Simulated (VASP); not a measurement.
# Ge (P6_3/mmc) in VASP: notebook

The runs below take Ge through single point, relaxation of cell and atoms, with PBEsol.

Everything below comes from runs of VASP 6.6.1. Logs are shortened: lines on timing, memory, paths and dates and some standing lists are left out, and cuts for length are marked.

### Step 1. The cell of the first run

Symmetry: P6_3/mmc, No. 194, hexagonal system. The conventional cell has a = 3.126 Å, b = 3.126 Å, c = 4.858 Å, α = 90.00°, β = 90.00°, γ = 120.00°. Ge (site symmetry -6m2) has 12 Ge at 3.03 to 3.13 Å within 4.0 Å.

This isn't the form of Ge at room conditions, which is diamond.

### Step 2. Single point, PBEsol (20.55 Å³/atom)

File INCAR:

```
SYSTEM = Ge
ALGO = Normal
EDIFF = 1E-6
ENCUT = 520
GGA = PS
ISIF = 2
ISMEAR = -1
LASPH = .True.
LCHARG = .False.
LREAL = .False.
LWAVE = .False.
NBANDS = 21
NELM = 60
PREC = Accurate
SIGMA = 0.1
```

File KPOINTS:

```
k-points
0
Gamma
  14 14 8
  0 0 0
```

File POSCAR:

```
Ge
1.0
    3.1259052965      0.0000000000      0.0000000000
   -1.5629526483      2.7071133966      0.0000000000
    0.0000000000      0.0000000000      4.8577368626
Ge
2
Direct
    0.3333333333      0.6666666667      0.2500000000
    0.6666666667      0.3333333333      0.7500000000
```

Potentials or basis: VASP PAW PBE potentials, release 64 (Ge_d).

On the command line:

```console
cat potpaw_PBE.64/Ge_d/POTCAR > POTCAR
mpirun -np 1 vasp_std > vasp.out
```

OUTCAR:

```text
SYSTEM = Ge
   EDIFF = 1E-6
   ENCUT = 520
   GGA = PS
   ISIF = 2
   ISMEAR = -1
   LASPH = .True.
   LREAL = .False.
   NELM = 60
   PREC = Accurate

 ion  position               nearest neighbor table
   1  0.333  0.667  0.250-
   2  0.667  0.333  0.750-

  LATTYP: Found a hexagonal cell.
 ALAT       =     3.1259052965
 C/A-ratio  =     1.5540256028

  Lattice vectors:

 A1 = (   3.1259052965,   0.0000000000,   0.0000000000)
 A2 = (  -1.5629526483,   2.7071133966,   0.0000000000)
 A3 = (   0.0000000000,   0.0000000000,   4.8577368626)

Analysis of symmetry for initial positions (statically):
=====================================================================
 Subroutine PRICEL returns:
 Original cell was already a primitive cell.

 Routine SETGRP: Setting up the symmetry group for a
 hexagonal supercell.

 Subroutine GETGRP returns: Found 24 space group operations
 (whereof 12 operations were pure point group operations)
 out of a pool of 24 trial point group operations.

The static configuration has the point symmetry D_3d.
 The point group associated with its full space group is D_6h.

Analysis of symmetry for dynamics (positions and initial velocities):
=====================================================================
 Subroutine PRICEL returns:
 Original cell was already a primitive cell.

 Routine SETGRP: Setting up the symmetry group for a
 hexagonal supercell.

 Subroutine GETGRP returns: Found 24 space group operations
 (whereof 12 operations were pure point group operations)
 out of a pool of 24 trial point group operations.

The dynamic configuration has the point symmetry D_3d.
 The point group associated with its full space group is D_6h.

 Subroutine INISYM returns: Found 24 space group operations
 (whereof 12 operations are pure point group operations),
 and found     1 'primitive' translations

----------------------------------------------------------------------------------------

                                     Primitive cell

  volume of cell :      41.1070

  direct lattice vectors                    reciprocal lattice vectors
     3.125905297  0.000000000  0.000000000     0.319907324  0.184698580  0.000000000
    -1.562952648  2.707113397  0.000000000     0.000000000  0.369397160  0.000000000
     0.000000000  0.000000000  4.857736863     0.000000000  0.000000000  0.205857178

  length of vectors
     3.125905297  3.125905297  4.857736863     0.369397160  0.369397160  0.205857178

  position of ions in fractional coordinates (direct lattice)
     0.333333333  0.666666667  0.250000000
     0.666666667  0.333333333  0.750000000

  ion indices of the primitive-cell ions
   primitive index   ion index
                 1           1
                 2           2

----------------------------------------------------------------------------------------

 KPOINTS: k-points

Automatic generation of k-mesh.
 Grid dimensions read from file:
 generate k-points for:   14   14    8

 Generating k-lattice:

  Cartesian coordinates                     Fractional coordinates (reciprocal lattice)
     0.022850523  0.013192756  0.000000000     0.071428571  0.000000000  0.000000000
     0.000000000  0.026385511  0.000000000     0.000000000  0.071428571  0.000000000
     0.000000000  0.000000000  0.025732147     0.000000000  0.000000000  0.125000000

  Length of vectors
     0.026385511  0.026385511  0.025732147

  Shift w.r.t. Gamma in fractional coordinates (k-lattice)
     0.000000000  0.000000000  0.000000000

 Subroutine IBZKPT returns following result:
 ===========================================

 Found    120 irreducible k-points:

 Following reciprocal coordinates:
            Coordinates               Weight
  0.000000  0.000000  0.000000      1.000000
  0.071429  0.000000  0.000000      6.000000
  0.142857  0.000000  0.000000      6.000000
  0.214286  0.000000  0.000000      6.000000
  0.285714 -0.000000  0.000000      6.000000
  0.357143  0.000000  0.000000      6.000000
[... 16 lines left out ...]
  0.285714  0.285714  0.000000      6.000000
  0.357143  0.285714  0.000000      6.000000
 [... further k-points ...]
   k-points           NKPTS =    120   k-points in BZ     NKDIM =    120   number of bands    NBANDS=     21
   number of dos      NEDOS =    301   number of ions     NIONS =      2
   total plane-waves  NPLWV =  20736
   dimension x,y,z NGX =    24 NGY =   24 NGZ =   36
   dimension x,y,z NGXF=    48 NGYF=   48 NGZF=   72
   ions per type =               2
   NGX,Y,Z   is equivalent  to a cutoff of  12.76, 12.76, 12.32 a.u.
   NGXF,Y,Z  is equivalent  to a cutoff of  25.53, 25.53, 24.64 a.u.
 SYSTEM =  Ge
   PREC   = accura    normal or accurate (medium, high low for compatibility)
   ISTART =      0    job   : 0-new  1-cont  2-samecut
   ICHARG =      2    charge: 1-file 2-atom 10-const
   ISPIN  =      1    spin polarized calculation?
   LNONCOLLINEAR =      F non collinear calculations
   LSORBIT =      F    spin-orbit coupling
   LASPH  =      T    aspherical Exc in radial PAW
   ENCUT  =  520.0 eV  38.22 Ry    6.18 a.u.   5.81  5.81  9.03*2*pi/ulx,y,z
   NELM   =     60;   NELMIN=  2; NELMDL= -5     # of ELM steps
   EDIFF  = 0.1E-05   stopping-criterion for ELM
   LREAL  =      F    real-space projection
   EDIFFG = 0.1E-04   stopping-criterion for IOM
   NSW    =      0    number of steps for IOM
   IBRION =     -1    ionic relax: 0-MD 1-quasi-New 2-CG
   NFREE  =      0    steps in history (QN), initial steepest desc. (CG)
   ISIF   =      2    stress and relaxation
   ISYM   =      2    0-nonsym 1-usesym 2-fastsym
   POTIM  = 0.5000    time-step for ionic-motion
   TEBEG  =    0.0;   TEEND  =   0.0 temperature during run
   PSTRESS=    0.0 pullay stress
   NELECT =      28.0000    total number of electrons
   NUPDOWN=      -1.0000    fix difference up-down
   EMIN   =  10.00;   EMAX   =-10.00  energy-range for DOS
   EFERMI =   0.00;   METHOD = LEGACY
   ISMEAR =    -1;   SIGMA  =   0.10  broadening in eV -4-tet -1-fermi 0-gaus
   EFERMI_NEDOS =   21; number of points for ismear=-14 and -15
   IALGO  =     38    algorithm
   IMIX   =      4    mixing-type and parameters
     AMIX     =   0.40;   BMIX     =  1.00
     AMIX_MAG =   1.60;   BMIX_MAG =  1.00
  volume/ion in A,a.u.               =      20.55       138.70
  Fermi-wavevector in a.u.,A,eV,Ry     =   1.440419  2.721997 28.229451  2.074806
  Thomas-Fermi vector in A             =   2.559165
   LORBIT       =      0    0 simple, 1 ext, 2 COOP (PROOUT), +10 PAW based schemes
   GGA     = PS    functional components
   LHFCALC =     F    Hartree Fock is set to
   AEXX    =    0.0000 exact exchange contribution
   IVDW    =     0    specifies the selected vdW correction
   LEPSILON=     F    determine dielectric tensor
   LRPA    =     F    only Hartree local field effects (RPA)
 non-spin polarized calculation
  energy-cutoff  :      520.00
  volume of cell :       41.11
 maximum number of plane-waves:      1122
 NGX is ok and might be reduce to    24
   NGX = 11   NGY = 11   NGZ = 19

 number of electron      27.9999966 magnetization

 Free energy of the ion-electron system (eV)
  ---------------------------------------------------
  ext. energy  EPLUGINS =         0.00000000
  ---------------------------------------------------
  free energy    TOTEN  =        -9.21950476 eV

  energy without entropy =       -9.18430054  energy(sigma->0) =       -9.20190265

 E-fermi :   5.7612     XC(G=0): -11.0140

 val. band max:        5.7353194822   @ k =   0.3571   0.2857   0.2500
 cond. band min:       5.7704130359   @ k =   0.2143   0.0000   0.3750
 fundamental gap:      0.0350935537
 Fermi energy:         5.7611969696

 k-point     1 :       0.0000    0.0000    0.0000
  band No.  band energies     occupation
      1     -18.8645      2.00000
      2     -18.8645      2.00000
      3     -18.8630      2.00000
      4     -18.8582      2.00000
      5     -18.8582      2.00000
      6     -18.8543      2.00000
[... 13 lines left out ...]
     20      17.8243      0.00000
     21      18.9071      0.00000

 k-point     2 :       0.0714    0.0000    0.0000
  band No.  band energies     occupation
      1     -18.8682      2.00000
      2     -18.8639      2.00000
      3     -18.8616      2.00000
      4     -18.8554      2.00000
      5     -18.8546      2.00000
      6     -18.8507      2.00000
[... 13 lines left out ...]
     20      17.4020      0.00000
     21      18.9421      0.00000

 k-point     3 :       0.1429    0.0000    0.0000
  band No.  band energies     occupation
      1     -18.8757      2.00000
      2     -18.8633      2.00000
      3     -18.8538      2.00000
      4     -18.8537      2.00000
      5     -18.8536      2.00000
      6     -18.8492      2.00000
[... 13 lines left out ...]
     20      18.4097      0.00000
     21      18.8582      0.00000

 k-point     4 :       0.2143    0.0000    0.0000
  band No.  band energies     occupation
      1     -18.8842      2.00000
      2     -18.8625      2.00000
      3     -18.8589      2.00000
      4     -18.8584      2.00000
      5     -18.8433      2.00000
      6     -18.8420      2.00000
[... 13 lines left out ...]
     20      17.7605      0.00000
     21      18.8263      0.00000

 k-point     5 :       0.2857   -0.0000    0.0000
  band No.  band energies     occupation
      1     -18.8925      2.00000
      2     -18.8653      2.00000
      3     -18.8632      2.00000
      4     -18.8625      2.00000
      5     -18.8366      2.00000
      6     -18.8293      2.00000
[... 13 lines left out ...]
     20      17.0458      0.00000
     21      18.3182      0.00000
[... 382 lines left out ...]
     20      17.3073      0.00000
     21      19.9375      0.00000

 k-point    22 :       0.3571    0.2143    0.0000
  band No.  band energies     occupation
      1     -18.8911      2.00000
      2     -18.8778      2.00000
      3     -18.8538      2.00000
      4     -18.8525      2.00000
      5     -18.8316      2.00000
      6     -18.8290      2.00000
[... 13 lines left out ...]
     20      17.1454      0.00000
     21      21.7364      0.00000

 k-point    23 :       0.2857    0.2857    0.0000
  band No.  band energies     occupation
      1     -18.8924      2.00000
      2     -18.8623      2.00000
      3     -18.8612      2.00000
      4     -18.8505      2.00000
      5     -18.8339      2.00000
      6     -18.8301      2.00000
[... 13 lines left out ...]
     20      19.4199      0.00000
     21      20.0412      0.00000

 k-point    24 :       0.3571    0.2857    0.0000
  band No.  band energies     occupation
      1     -18.8942      2.00000
      2     -18.8622      2.00000
      3     -18.8513      2.00000
      4     -18.8467      2.00000
      5     -18.8384      2.00000
      6     -18.8380      2.00000
[... 13 lines left out ...]
     20      19.6209      0.00000
     21      22.2041      0.00000

 [... further k-points ...]

------------------------ aborting loop because EDIFF is reached ----------------------------------------

  FORCE on cell =-STRESS in cart. coord.  units (eV):
  Direction    XX          YY          ZZ          XY          YZ          ZX
  --------------------------------------------------------------------------------------
  -------------------------------------------------------------------------------------
  Total       -1.8324352     -1.8324352     -1.1998771      0.0000000      0.0000000      0.0000000
  in kB      -71.4205120    -71.4205120    -46.7660926      0.0000000      0.0000000      0.0000000
  external PRESSURE =     -63.2023722 kB  Pullay stress =       0.0000000 kB

 VOLUME and BASIS-vectors are now :
 -----------------------------------------------------------------------------
  energy-cutoff  :      520.00
  volume of cell :       41.11
      direct lattice vectors                 reciprocal lattice vectors
     3.125905297  0.000000000  0.000000000     0.319907324  0.184698580  0.000000000
    -1.562952648  2.707113397  0.000000000     0.000000000  0.369397160  0.000000000
     0.000000000  0.000000000  4.857736863     0.000000000  0.000000000  0.205857178

 POSITION                                       TOTAL-FORCE (eV/Angst)
 -----------------------------------------------------------------------------------
     -0.00000      1.80474      1.21443        -0.000000      0.000000      0.000000
      1.56295      0.90237      3.64330         0.000000      0.000000      0.000000
 -----------------------------------------------------------------------------------
    total drift:                                0.000000     -0.000000      0.000000

  FREE ENERGIE OF THE ION-ELECTRON SYSTEM (eV)
  ---------------------------------------------------
  free  energy   TOTEN  =        -9.2195047591 eV

  energy  without entropy=       -9.1843005389  energy(sigma->0) =       -9.20190265
```

It took 2 min on 1 thread of Intel Xeon 8259CL, shared host; peak memory 0.21 GiB.

Results:

* Free energy: -9.2195 eV
* Pressure: -6.3 GPa
* Band gap on the k mesh: zero (bands 14 and 15 overlap by 8.27 eV)

Stress tensor (GPa, compression positive):
```
-7.14  0.00  0.00
 0.00 -7.14  0.00
 0.00  0.00 -4.68
```

Caveat: the cell stands under tension; the PAW data sets were made with another functional, which shifts forces and pressure a little.

### Step 3. Relaxation of cell and atoms, PBEsol

This run uses another cell than the first one, of 19.24 Å³/atom.

File INCAR:

```
SYSTEM = Ge
PREC = Accurate
ENCUT = 600
EDIFF = 1E-6
ISMEAR = -1
SIGMA = 0.1
LREAL = .False.
LASPH = .True.
NELM = 80
ALGO = Normal
ISIF = 3
LWAVE = .False.
LCHARG = .False.
GGA = PS
IBRION = 2
NSW = 80
EDIFFG = -0.01
```

File KPOINTS:

```
regular mesh
0
Gamma
  12 12 7
  0 0 0
```

File POSCAR:

```
Ge
1.0
    3.0076538696      0.0000000000      0.0000000000
   -1.5038269348      2.6047046568      0.0000000000
    0.0000000000      0.0000000000      4.9114987690
Ge
2
Direct
    0.3333333333      0.6666666667      0.2500000000
    0.6666666667      0.3333333333      0.7500000000
```

Potentials or basis: VASP PAW PBE potentials, release 64 (Ge_d).

On the command line:

```console
cat potpaw_PBE.64/Ge_d/POTCAR > POTCAR
mpirun -np 1 vasp_std > vasp.out
```

It took 8.3 min on 1 thread of Intel Xeon 8259CL, shared host; peak memory 0.2 GiB.

It converged, with:

| Property | Result |
| --- | --- |
| Free energy | -9.3400 eV |
| Relaxed volume | 18.37 Å³/atom |
| Relaxed cell | a = 3.012 Å, b = 3.012 Å, c = 4.676 Å, α = 90.00°, β = 90.00°, γ = 120.00° |
| Space group after relaxing (to 0.1 Å) | P6_3/mmc (No. 194) |
| Energy gained by relaxing | 16.9 meV/atom |
| Ionic steps | 12 |
| Pressure after relaxing | -0.1 GPa |
| Band gap on the k mesh | zero (bands 14 and 15 overlap by 9.29 eV) |

Step by step:
| step | energy change (eV) | largest force (eV/Å) | pressure (GPa) | volume (Å³) |
| --- | --- | --- | --- | --- |
| 1 | 0.0000 | 0.0000 | -3.11 | 38.48 |
| 2 | -0.0262 | 0.0000 | 0.25 | 36.43 |
| 3 | -0.0262 | 0.0000 | 0.88 | 36.30 |
| 4 | -0.0263 | 0.0000 | 0.37 | 36.38 |
| 5 | -0.0312 | 0.0000 | 0.81 | 36.42 |
| 6 | -0.0334 | 0.0000 | 0.84 | 36.46 |
| 7 | -0.0330 | 0.0000 | -0.50 | 37.09 |
| 8 | -0.0338 | 0.0000 | 0.13 | 36.69 |
| 9 | -0.0338 | 0.0000 | -0.20 | 36.76 |
| 10 | -0.0338 | 0.0000 | 0.12 | 36.72 |
| 11 | -0.0338 | 0.0000 | -0.07 | 36.74 |
| 12 | -0.0338 | 0.0000 | -0.06 | 36.73 |

Final structure:
```yaml
crystal:
  lattice:
    - [3.01179, 0.00000, 0.00000]
    - [-1.50590, 2.60829, 0.00000]
    - [0.00000, 0.00000, 4.67585]
  atoms:
    - { symbol: Ge, position: [0.33333, 0.66667, 0.25000] }
    - { symbol: Ge, position: [0.66667, 0.33333, 0.75000] }
```

Levels at points of the mesh, in eV from the Fermi level:
```
           k point  band 12  band 13  band 14  band 15  band 16  band 17
(0.00, 0.00, 0.00)    -7.35    -5.55     6.22     6.22     8.37     8.37
(0.50, 0.00, 0.00)    -7.29    -2.28    -1.20    -1.03     1.32     2.15
```

Caveat: the PAW data sets were made with another functional, which shifts forces and pressure a little.

### Step 4. Single point, PBEsol

This run uses another cell than the first one, of 18.35 Å³/atom.

File INCAR:

```
SYSTEM = Ge
PREC = Accurate
ENCUT = 520
EDIFF = 1E-6
ISMEAR = -1
SIGMA = 0.1
LREAL = .FALSE.
LASPH = .TRUE.
NELM = 60
ALGO = Normal
ISIF = 2
LWAVE = .FALSE.
LCHARG = .FALSE.
GGA = PS
NBANDS = 21
```

File KPOINTS:

```
Automatic mesh
0
G
  20 20 11
  0 0 0
```

File POSCAR:

```
Ge
1.0
    3.0100229632      0.0000000000      0.0000000000
   -1.5050114816      2.6067563521      0.0000000000
    0.0000000000      0.0000000000      4.6776527496
Ge
2
Direct
    0.3333333333      0.6666666667      0.2500000000
    0.6666666667      0.3333333333      0.7500000000
```

On the command line:

```console
cat potpaw_PBE.64/Ge_d/POTCAR > POTCAR
mpirun -np 1 vasp_std > vasp.out
```

It took 3.4 min on 1 thread of Intel Xeon 8259CL, shared host; peak memory 0.28 GiB.

It converged, with:

- Free energy: -9.3217 eV
- Pressure: 0.2 GPa
- Band gap on the k mesh: zero (bands 14 and 15 overlap by 9.64 eV)

Stress tensor (GPa, compression positive):
```
-0.80  0.00  0.00
 0.00 -0.80  0.00
 0.00  0.00  2.25
```

Levels at points of the mesh, in eV from the Fermi level:
```csv
k point,band 10,band 11,band 12,band 13,band 14,band 15,band 16,band 17,band 18,band 19
"(0.00, 0.00, 0.00)",-24.56,-13.43,-7.33,-5.54,6.26,6.26,8.41,8.41,10.24,10.94
"(0.50, 0.00, 0.00)",-24.55,-8.64,-7.26,-2.26,-1.19,-1.01,1.34,2.18,6.20,7.13
```

Caveat: the PAW data sets were made with another functional, which shifts forces and pressure a little.

### Step 5. Overview

```tsv
task	cell	k mesh	cutoff (eV)	gap on the mesh (eV)	pressure (GPa)
single point	a = 3.126, b = 3.126, c = 4.858 Å, angles 90.0, 90.0, 120.0°, 2 atoms	14 × 14 × 8	520	none	-6.3
relaxation of cell and atoms	relaxed from a = 3.008, b = 3.008, c = 4.911 Å, angles 90.0, 90.0, 120.0°, 2 atoms	12 × 12 × 7	600	none	-0.1
single point	a = 3.010, b = 3.010, c = 4.678 Å, angles 90.0, 90.0, 120.0°, 2 atoms	20 × 20 × 11	520	none	0.2
```

Alike in all rows: level PBEsol; potentials or basis VASP PAW PBE potentials, release 64 (Ge_d); no spin polarisation; smearing fermi-dirac 0.1 eV.

Caveats: the PAW data sets were made with another functional, which shifts forces and pressure a little; the cell stands under tension (at least some runs).

Total energies depend on the potentials used, so only differences within one code and one set of settings carry meaning.

The gap in the log of VASP goes by the Fermi energy; the results here count the filled bands.